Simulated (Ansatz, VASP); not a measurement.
# Pb in VASP and in Ansatz

INCAR

```
  ALGO = Fast
  EDIFF = 1E-6
  ENCUT = 520
  ISIF = 2
  ISMEAR = 0
  LASPH = True
  LCHARG = False
  LREAL = False
  LWAVE = False
  NBANDS = 21
  NELM = 100
  PREC = Accurate
  SIGMA = 0.15
```

File KPOINTS:

```
k-points
0
Gamma
  12 12 12
```

Contents of POSCAR:

```
Pb
1.0
    0.0000000000      3.4046100549      3.4390000555
    3.4733900561      0.0000000000      3.4390000555
    3.4733900561      3.4046100549      0.0000000000
Pb
2
Direct
    0.5000000000      0.5000000000      0.5000000000
    0.7500000000      0.7500000000      0.7500000000
```

Input for Ansatz:

```yaml
crystal:
  lattice:
    - [0.0, 3.4046100549, 3.4390000555]
    - [3.4733900561, 0.0, 3.4390000555]
    - [3.4733900561, 3.4046100549, 0.0]
  atoms:
    - { symbol: Pb, position: [0.5, 0.5, 0.5] }
    - { symbol: Pb, position: [0.75, 0.75, 0.75] }
basis:
  ecutwfc: 420
kpoints:
  mp_grid: { grid: [12, 12, 12] }
hamiltonian:
  xc: lda
scf:
  occupations: { method: gaussian, width: 0.15 }
output:
  forces: true
  stress: true
  eigenvalues: true
```

Change from the starting cell: strain +0.0100 x Voigt [1, -1, 0, 0, 0, 0], atoms carried along.

Alike in both runs: task single point; functional LDA; k mesh 12 × 12 × 12; occupations gaussian, width 0.15 eV; no spin polarisation.

|  | VASP | Ansatz |
| --- | --- | --- |
| version | VASP 6.6.1 | Ansatz 0.2.0 |
| potentials or method | VASP PAW LDA potentials, release 64 (Pb_d), cutoff 520 eV | scalar-relativistic, plane waves, PAW |
| valence electrons in the cell | 28 | 28 |

```csv
,VASP,Ansatz,Ansatz less VASP
gap on the k mesh at the Fermi level (eV),none,none,-
pressure (GPa),-0.7,-0.7,0.00
"traceless stress, the component that is largest in VASP (GPa)",-0.13,-0.13,+0.001
```

LDA's correlation is that of Perdew and Zunger in VASP and of Perdew and Wang (1992) in Ansatz. A gap of «none» marks a metal or a gap that the smearing closes.

Neither program's run includes spin-orbit coupling.
